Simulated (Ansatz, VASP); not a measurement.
**Pt in VASP and in Ansatz**

The input INCAR:

```
  ALGO = Normal
  EDIFF = 1E-6
  ENCUT = 520
  GGA_COMPAT = False
  ISIF = 2
  ISMEAR = -1
  LASPH = True
  LCHARG = True
  LMAXMIX = 4
  LORBIT = 11
  LORBMOM = True
  LREAL = False
  LSORBIT = True
  LVHAR = True
  LWAVE = False
  MAGMOM = 0 0 0
  NBANDS = 21
  NELM = 150
  PREC = Accurate
  SIGMA = 0.1
```

The input KPOINTS:

```
k-points
0
Gamma
  14 14 14
```

POSCAR

```
Pt
1.0
    0.0000000000      1.9474302067      1.9474302067
    1.9474302067      0.0000000000      1.9474302067
    1.9474302067      1.9474302067      0.0000000000
Pt
1
Direct
    0.0000000000      0.0000000000      0.0000000000
```

Input for Ansatz:

```yaml
crystal:
  lattice:
    - [0.0, 1.9474302067, 1.9474302067]
    - [1.9474302067, 0.0, 1.9474302067]
    - [1.9474302067, 1.9474302067, 0.0]
  atoms:
    - { symbol: Pt, position: [0.0, 0.0, 0.0] }
hamiltonian:
  xc: lda
  pseudopotentials:
    kind: paw_fr
    azcp:
      Pt: "pseudopotentials/Pt.paw.azcp"
basis:
  ecutwfc: 420
  fft_grid_basis: typed
kpoints:
  mp_grid: { grid: [14, 14, 14], shift: [0, 0, 0] }
magnetization:
  noncollinear: true
  spin_orbit: true
scf:
  occupations: { method: fermi_dirac, width: 0.1 }
```

Alike in both runs: task single point; functional LDA; k mesh 14 × 14 × 14; occupations fermi-dirac, width 0.1 eV; non-collinear spin, spin-orbit coupling.

|  | VASP | Ansatz |
| --- | --- | --- |
| version | VASP 6.6.1 | Ansatz 0.2.0 |
| potentials or method | VASP PAW LDA potentials, release 64 (Pt), cutoff 520 eV | plane waves (420 eV) with PAW, fully relativistic with spin-orbit coupling |
| valence electrons in the cell | 10 | 18 |

```tsv
	VASP	Ansatz	Ansatz less VASP
net moment per atom (μB)	0.00	0.00	0.000
```

Ansatz warns that its potentials were made for another functional, while VASP's fit it. LDA's correlation is that of Perdew and Zunger in VASP and of Perdew and Wang (1992) in Ansatz. VASP's potentials hold 10 valence electrons a cell and Ansatz's 18, so a difference there can come from the potentials and not from the codes.
